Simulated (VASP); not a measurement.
Wanted: the native input for a VASP 6.6.1 run.

```
Task                   : single point
Functional             : PBE
Potentials or basis    : VASP PAW PBE potentials, release 64 (Be, S)
Cutoff                 : 600 eV
k mesh                 : 4 × 4 × 4
Occupations            : gaussian, width 0.2 eV
Spin                   : no spin polarisation
Dipole correction      : no
Further INCAR settings : ALGO = Normal; EDIFF = 1e-06; NBANDS = 20
```

The structure of Be7S lies in POSCAR:

```
Be7S
1.0
   -2.6430675972      2.6430675972      2.6430675972
    2.6430675972     -2.6430675972      2.6430675972
    2.6430675972      2.6430675972     -2.6430675972
Be S
7 1
Direct
    0.0000000000      0.5000000000      0.5000000000
    0.5000000000      0.5000000000      0.5000000000
    0.5000000000      0.0000000000      0.0000000000
    0.5000000000      0.5000000000      0.0000000000
    0.5000000000      0.0000000000      0.5000000000
    0.0000000000      0.5000000000      0.0000000000
    0.0000000000      0.0000000000      0.5000000000
    0.0000000000      0.0000000000      0.0000000000
```

These files were run (other wordings do the same):

INCAR

```
SYSTEM = Be7S
ALGO     = Normal         ! electronic algorithm
EDIFF    = 1E-6           ! SCF threshold, eV
ENCUT    = 600            ! plane-wave cutoff, eV
GGA      = PE             ! functional
GGA_COMPAT= .False.      
ISIF     = 2              ! what is computed and relaxed
ISMEAR   = 0              ! smearing method
LASPH    = .True.         ! aspherical terms in the spheres
LCHARG   = .False.        ! write CHGCAR
LREAL    = .False.        ! projectors in reciprocal space
LWAVE    = .False.        ! write WAVECAR
NBANDS   = 20             ! bands
NELM     = 120            ! most SCF steps
PREC     = Accurate       ! precision mode
SIGMA    = 0.2            ! smearing width, eV
```

KPOINTS

```
k-points
0
Gamma
  4 4 4
  0 0 0
```

Potentials or basis: VASP PAW PBE potentials, release 64 (Be, S).

Launch:

```sh
$ cat potpaw_PBE.64/Be/POTCAR potpaw_PBE.64/S/POTCAR > POTCAR
$ mpirun -np 1 vasp_std > vasp.out
```

Results of the run:

| Quantity | Value |
| --- | --- |
| Pressure | 0.3 GPa |
| Band gap on the k mesh | zero (band 10 reaches 8.19 eV, above the bottom of band 11 at 7.02 eV) |

Caveat: the k points lie up to 0.42 Å⁻¹ apart.

It took 13 s on 1 thread of AMD EPYC 9R45 96-Core Processor (Zen 5), on a shared host, peak memory 0.19 GiB.
